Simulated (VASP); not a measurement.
# Si16H4F in VASP: single point with PBE

Aim: the single point of Si16H4F with PBE.

Everything below comes from runs of VASP 6.6.1. Logs are shortened: lines on timing, memory, paths and dates and some standing lists are left out, and cuts for length are marked.

### 1 The cell of the first run

The cell holds a slab with vacuum, 21 atoms: a = 7.679 Å, b = 7.679 Å, c = 17.419 Å, α = 90.00°, β = 90.00°, γ = 60.00°.

### 2 Single point, PBE, collinear spin

INCAR reads:

```
PREC = Accurate
ENCUT = 520
EDIFF = 1E-7
ISMEAR = -1
SIGMA = 0.02
LREAL = Auto
LASPH = True
NELM = 150
ALGO = Normal
ISIF = 2
LWAVE = False
LCHARG = False
ISPIN = 2
MAGMOM = 0 0 0 0 0 0 0 0 0 0 0 0 0 0 0 0 0 0 0 0 1
LORBIT = 11
GGA = PE
NBANDS = 58
```

KPOINTS reads:

```
regular mesh
0
Gamma
  2 2 1
```

POSCAR reads:

```
Si16H4F
1.0
    7.6791800000      0.0000000000      0.0000000000
    3.8395900000      6.6503650000      0.0000000000
    0.0000000000      0.0000000000     17.4187650000
H Si F
4 16 1
Direct
    0.1666666700      0.1666666600      0.0574093500
    0.6666666700      0.1666666600      0.0574093500
    0.1666666950      0.6666666300      0.0574093500
    0.6666666750      0.6666666300      0.0574093500
    0.1666666700      0.1666666600      0.1435233800
    0.6666666700      0.1666666600      0.1435233800
    0.1666666950      0.6666666300      0.1435233800
    0.6666666750      0.6666666300      0.1435233800
   -0.1649285454      0.3287586235      0.1871656233
    0.3361699219      0.3287586235      0.1871656233
   -0.1642303756      0.8284607512      0.1890568121
    0.3288751686      0.8422496627      0.1907543749
   -0.2770216699      0.5565777268      0.3590650748
    0.2204439431      0.5565777268      0.3590650748
   -0.2905339561      1.0810679122      0.3641026435
    0.2602123840      0.9795752321      0.3175837492
   -0.0998863403      0.2225599020      0.3176042919
    0.3773264383      0.2225599020      0.3176042919
   -0.1232393172      0.7464786345      0.3253181257
    0.3963134940      0.7073730120      0.4086026717
    0.6919594709      1.1160810583      0.4570650067
```

Potentials or basis: VASP PAW PBE potentials, release 64 (H, Si, F).

Run with:

```console
> cat potpaw_PBE.64/H/POTCAR potpaw_PBE.64/Si/POTCAR potpaw_PBE.64/F/POTCAR > POTCAR
> mpirun -np 1 vasp_std > vasp.out
```

OUTCAR:

```text
PREC = Accurate
   ENCUT = 520
   EDIFF = 1E-7
   ISMEAR = -1
   LREAL = Auto
   LASPH = True
   NELM = 150
   ISIF = 2
   ISPIN = 2
   LORBIT = 11
   GGA = PE

 ion  position               nearest neighbor table
   1  0.167  0.167  0.057-   5 1.50
   2  0.667  0.167  0.057-   6 1.50
   3  0.167  0.667  0.057-   7 1.50
   4  0.667  0.667  0.057-   8 1.50
   5  0.167  0.167  0.144-   1 1.50  12 2.31   9 2.33  10 2.33
   6  0.667  0.167  0.144-   2 1.50  10 2.33   9 2.33  11 2.38
   7  0.167  0.667  0.144-   3 1.50  11 2.34  10 2.37  12 2.39
   8  0.667  0.667  0.144-   4 1.50  11 2.34   9 2.37  12 2.39
   9  0.835  0.329  0.187-   6 2.33   5 2.33   8 2.37  17 2.38
  10  0.336  0.329  0.187-   6 2.33   5 2.33   7 2.37  18 2.38
  11  0.836  0.828  0.189-   8 2.34   7 2.34   6 2.38  19 2.44
  12  0.329  0.842  0.191-   5 2.31  16 2.39   7 2.39   8 2.39
  13  0.723  0.557  0.359-  17 2.34  20 2.34  19 2.36
  14  0.220  0.557  0.359-  18 2.34  20 2.34  19 2.36
  15  0.709  0.081  0.364-  21 1.64  19 2.33  17 2.36  18 2.36
  16  0.260  0.980  0.318-  12 2.39  20 2.41  18 2.44  17 2.44
  17  0.900  0.223  0.318-  13 2.34  15 2.36   9 2.38  16 2.44
  18  0.377  0.223  0.318-  14 2.34  15 2.36  10 2.38  16 2.44
  19  0.877  0.746  0.325-  15 2.33  14 2.36  13 2.36  11 2.44
  20  0.396  0.707  0.409-  14 2.34  13 2.34  16 2.41
  21  0.692  0.116  0.457-  15 1.64

  LATTYP: Found a hexagonal cell.
 ALAT       =     7.6791800344
 C/A-ratio  =     2.2683105386

  Lattice vectors:

 A1 = (  -3.8395900000,  -6.6503650000,   0.0000000000)
 A2 = (   7.6791800000,   0.0000000000,   0.0000000000)
 A3 = (   0.0000000000,   0.0000000000,  17.4187650000)

Analysis of symmetry for initial positions (statically):
=====================================================================
 Subroutine PRICEL returns:
 Original cell was already a primitive cell.

 Routine SETGRP: Setting up the symmetry group for a
 hexagonal supercell.

 Subroutine GETGRP returns: Found  2 space group operations
 (whereof  1 operations were pure point group operations)
 out of a pool of 24 trial point group operations.

The static configuration has the point symmetry C_1 .
 The point group associated with its full space group is C_1h.

Analysis of symmetry for dynamics (positions and initial velocities):
=====================================================================
 Subroutine PRICEL returns:
 Original cell was already a primitive cell.

 Routine SETGRP: Setting up the symmetry group for a
 hexagonal supercell.

 Subroutine GETGRP returns: Found  2 space group operations
 (whereof  1 operations were pure point group operations)
 out of a pool of 24 trial point group operations.

The dynamic configuration has the point symmetry C_1 .
 The point group associated with its full space group is C_1h.

Analysis of structural, dynamic, and magnetic symmetry:
=====================================================================
 Subroutine PRICEL returns:
 Original cell was already a primitive cell.

 Routine SETGRP: Setting up the symmetry group for a
 hexagonal supercell.

 Subroutine GETGRP returns: Found  2 space group operations
 (whereof  1 operations were pure point group operations)
 out of a pool of 24 trial point group operations.

The overall configuration has the point symmetry C_1 .
 The point group associated with its full space group is C_1h.

 Subroutine INISYM returns: Found  2 space group operations
 (whereof  1 operations are pure point group operations),
 and found     1 'primitive' translations

----------------------------------------------------------------------------------------

                                     Primitive cell

  volume of cell :     889.5650

  direct lattice vectors                    reciprocal lattice vectors
     7.679180000  0.000000000  0.000000000     0.130222237 -0.075183843  0.000000000
     3.839590000  6.650365000  0.000000000     0.000000000  0.150367687  0.000000000
     0.000000000  0.000000000 17.418765000     0.000000000  0.000000000  0.057409351

  length of vectors
     7.679180000  7.679180034 17.418765000     0.150367687  0.150367687  0.057409351

  position of ions in fractional coordinates (direct lattice)
     0.166666670  0.166666660  0.057409350
     0.666666670  0.166666660  0.057409350
     0.166666695  0.666666630  0.057409350
     0.666666675  0.666666630  0.057409350
[... 81 lines left out ...]
 SYSTEM =  unknown system
   PREC   = accura    normal or accurate (medium, high low for compatibility)
   ISTART =      0    job   : 0-new  1-cont  2-samecut
   ICHARG =      2    charge: 1-file 2-atom 10-const
   ISPIN  =      2    spin polarized calculation?
   LNONCOLLINEAR =      F non collinear calculations
   LSORBIT =      F    spin-orbit coupling
   LASPH  =      T    aspherical Exc in radial PAW
   ENCUT  =  520.0 eV  38.22 Ry    6.18 a.u.  14.28 14.28 32.39*2*pi/ulx,y,z
   NELM   =    150;   NELMIN=  2; NELMDL= -5     # of ELM steps
   EDIFF  = 0.1E-06   stopping-criterion for ELM
   LREAL  =      T    real-space projection
   EDIFFG = 0.1E-05   stopping-criterion for IOM
   NSW    =      0    number of steps for IOM
   IBRION =     -1    ionic relax: 0-MD 1-quasi-New 2-CG
   NFREE  =      0    steps in history (QN), initial steepest desc. (CG)
   ISIF   =      2    stress and relaxation
   ISYM   =      2    0-nonsym 1-usesym 2-fastsym
   POTIM  = 0.5000    time-step for ionic-motion
   TEBEG  =    0.0;   TEEND  =   0.0 temperature during run
   PSTRESS=    0.0 pullay stress
   NELECT =      75.0000    total number of electrons
   NUPDOWN=      -1.0000    fix difference up-down
   EMIN   =  10.00;   EMAX   =-10.00  energy-range for DOS
   EFERMI =   0.00;   METHOD = LEGACY
   ISMEAR =    -1;   SIGMA  =   0.02  broadening in eV -4-tet -1-fermi 0-gaus
   EFERMI_NEDOS =   21; number of points for ismear=-14 and -15
   IALGO  =     38    algorithm
   IMIX   =      4    mixing-type and parameters
     AMIX     =   0.40;   BMIX     =  1.00
     AMIX_MAG =   1.60;   BMIX_MAG =  1.00
  volume/ion in A,a.u.               =      42.36       285.86
  Fermi-wavevector in a.u.,A,eV,Ry     =   0.717854  1.356547  7.011274  0.515314
  Thomas-Fermi vector in A             =   1.806641
   LORBIT       =     11    0 simple, 1 ext, 2 COOP (PROOUT), +10 PAW based schemes
   GGA     = PE    functional components
   LHFCALC =     F    Hartree Fock is set to
   AEXX    =    0.0000 exact exchange contribution
   IVDW    =     0    specifies the selected vdW correction
   LEPSILON=     F    determine dielectric tensor
   LRPA    =     F    only Hartree local field effects (RPA)
 spin polarized calculation
  energy-cutoff  :      520.00
  volume of cell :      889.57
 maximum number of plane-waves:     23990
 NGX is ok and might be reduce to    60
   NGX = 29   NGY = 29   NGZ = 65

 number of electron      75.0000004 magnetization      -0.0000452

 number of electron      75.0000004 magnetization       0.0000120

 Free energy of the ion-electron system (eV)
  ---------------------------------------------------
  ext. energy  EPLUGINS =         0.00000000
  ---------------------------------------------------
  free energy    TOTEN  =      -100.66681064 eV

  energy without entropy =     -100.66671108  energy(sigma->0) =     -100.66676086

 E-fermi :  -0.4771     XC(G=0):  -4.4766

 val. band max:       -0.6409537677   @ k =   0.5000  -0.0000   0.0000
 cond. band min:      -0.3255662707   @ k =   0.0000   0.0000   0.0000
 fundamental gap:      0.3153874970
 Fermi energy:        -0.4771358556

 spin component 1

 k-point     1 :       0.0000    0.0000    0.0000
  band No.  band energies     occupation
      1     -25.6653      1.00000
      2     -12.4223      1.00000
      3     -11.1695      1.00000
      4     -10.3745      1.00000
      5     -10.3065      1.00000
      6     -10.0700      1.00000
[... 145 lines left out ...]
     48       2.4908      0.00000
     49       2.5427      0.00000
 Fermi energy:        -0.4771358556

 spin component 2

 k-point     1 :       0.0000    0.0000    0.0000
  band No.  band energies     occupation
      1     -25.6653      1.00000
      2     -12.4223      1.00000
      3     -11.1695      1.00000
      4     -10.3745      1.00000
      5     -10.3065      1.00000
      6     -10.0700      1.00000
[... 145 lines left out ...]
     48       2.4908      0.00000
     49       2.5427      0.00000
 [bands above 49 left out]

------------------------ aborting loop because EDIFF is reached ----------------------------------------

  FORCE on cell =-STRESS in cart. coord.  units (eV):
  Direction    XX          YY          ZZ          XY          YZ          ZX
  --------------------------------------------------------------------------------------
  -------------------------------------------------------------------------------------
  Total       -1.9319564     -1.6466778      0.6750180      0.0000000      0.0726064      0.0000000
  in kB       -3.4796072     -2.9657977      1.2157611      0.0000000      0.1307699      0.0000000
  external PRESSURE =      -1.7432146 kB  Pullay stress =       0.0000000 kB

 VOLUME and BASIS-vectors are now :
 -----------------------------------------------------------------------------
  energy-cutoff  :      520.00
  volume of cell :      889.57
      direct lattice vectors                 reciprocal lattice vectors
     7.679180000  0.000000000  0.000000000     0.130222237 -0.075183843  0.000000000
     3.839590000  6.650365000  0.000000000     0.000000000  0.150367687  0.000000000
     0.000000000  0.000000000 17.418765000     0.000000000  0.000000000  0.057409351

 POSITION                                       TOTAL-FORCE (eV/Angst)
 -----------------------------------------------------------------------------------
      1.91979      1.10839      1.00000         0.000000      0.118074     -0.152206
      5.75938      1.10839      1.00000         0.000000     -0.087152     -0.093800
      3.83959      4.43358      1.00000         0.107036     -0.053560     -0.025106
      7.67918      4.43358      1.00000        -0.107036     -0.053560     -0.025106
      1.91979      1.10839      2.50000         0.000000      0.106328     -0.990667
      5.75938      1.10839      2.50000        -0.000000     -0.336914     -0.019128
[... 13 lines left out ...]
      5.75938      4.70429      7.11735         0.000000     -0.018149      0.010966
      5.75939      0.77198      7.96151         0.000000      0.030753      0.182366
 -----------------------------------------------------------------------------------
    total drift:                                0.000001      0.005626     -0.006446

  FREE ENERGIE OF THE ION-ELECTRON SYSTEM (eV)
  ---------------------------------------------------
  free  energy   TOTEN  =      -100.6668106424 eV

  energy  without entropy=     -100.6667110799  energy(sigma->0) =     -100.66676086

 total charge

# of ion       s       p       d       tot
------------------------------------------
    1        0.562   0.014   0.000   0.575
    2        0.558   0.014   0.000   0.571
    3        0.556   0.014   0.000   0.570
    4        0.556   0.014   0.000   0.570
    5        0.741   0.984   0.000   1.725
    6        0.737   0.969   0.000   1.706
[... 13 lines left out ...]
   20        0.804   0.823   0.000   1.628
   21        1.746   4.371   0.000   6.117
--------------------------------------------------
tot         16.005  19.121   0.000  35.126

 magnetization (x)

# of ion       s       p       d       tot
------------------------------------------
    1        0.000  -0.000   0.000   0.000
    2        0.000  -0.000   0.000   0.000
    3        0.000  -0.000   0.000   0.000
    4        0.000  -0.000   0.000   0.000
    5       -0.000  -0.000   0.000  -0.000
    6       -0.000  -0.000   0.000  -0.000
[... 13 lines left out ...]
   20        0.000   0.000   0.000   0.000
   21       -0.000  -0.000   0.000  -0.000
--------------------------------------------------
tot         -0.000  -0.000   0.000  -0.000
```

It took 27 min on 1 thread of Oxide Virtual Turin-like, shared host; peak memory 1.4 GiB.

Results:

| Property | Result |
| --- | --- |
| Free energy | -100.6668 eV |
| Largest force | 0.996 eV/Å |
| Net moment | 0.00 μB per cell |
| Valence electrons inside the program's atomic spheres | H 0.57; Si 1.73, 1.71, 1.69, 1.70, 1.63, 1.62, 1.67 (each value once); F 6.12 |

Forces on the atoms (eV/Å):
```
H    0.000  0.118 -0.152
H    0.000 -0.087 -0.094
H    0.107 -0.054 -0.025
H   -0.107 -0.054 -0.025
Si   0.000  0.106 -0.991
Si   0.000 -0.337 -0.019
Si   0.134  0.157  0.643
Si  -0.134  0.157  0.643
Si  -0.011  0.009  0.008
Si   0.011  0.009  0.008
Si   0.000 -0.002 -0.003
Si   0.000  0.000 -0.005
Si   0.008  0.006  0.013
Si  -0.008  0.006  0.013
Si   0.000 -0.036 -0.165
Si   0.000 -0.012 -0.013
Si  -0.006  0.005 -0.006
Si   0.006  0.005 -0.006
Si   0.000 -0.010 -0.017
Si   0.000 -0.018  0.011
F    0.000  0.031  0.182
```

Caveat: the k points lie up to 0.47 Å⁻¹ apart; there is no dipole correction, which matters where the two faces differ.
